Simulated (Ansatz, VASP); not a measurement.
**Zn in VASP and in Ansatz**

```
Zn
1.0
    14.00000    0.00000    0.00000
     0.00000   14.40000    0.00000
     0.00000    0.00000   14.80000
Zn
1
Direct
  0.50000 0.50000 0.50000
```

Alike in both runs: task single point; functional LDA; k mesh 1 × 1 × 1; occupations fermi-dirac, width 0.01 eV; collinear spin.

|  | VASP | Ansatz |
| --- | --- | --- |
| version | VASP 6.6.1 | Ansatz 0.2.0 |
| potentials or method | VASP PAW LDA potentials, release 64 (Zn), cutoff 520 eV | plane waves (420 eV) with PAW, scalar-relativistic |
| valence electrons in the cell | 12 | 12 |

VASP gave:

| Item | Value |
| --- | --- |
| gap on the k mesh at the Fermi level (eV) | 4.98 |
| net moment per atom (μB) | 0.00 |

Task: Which values does Ansatz return?

Result: gap on the k mesh at the Fermi level (eV): 4.99; net moment per atom (μB): 0.00.

Ansatz warns that its potentials were made for another functional, while VASP's fit it. LDA's correlation is that of Perdew and Zunger in VASP and of Perdew and Wang (1992) in Ansatz. Ansatz's warnings: seeded moment not kept, xc potential rough in thin density.
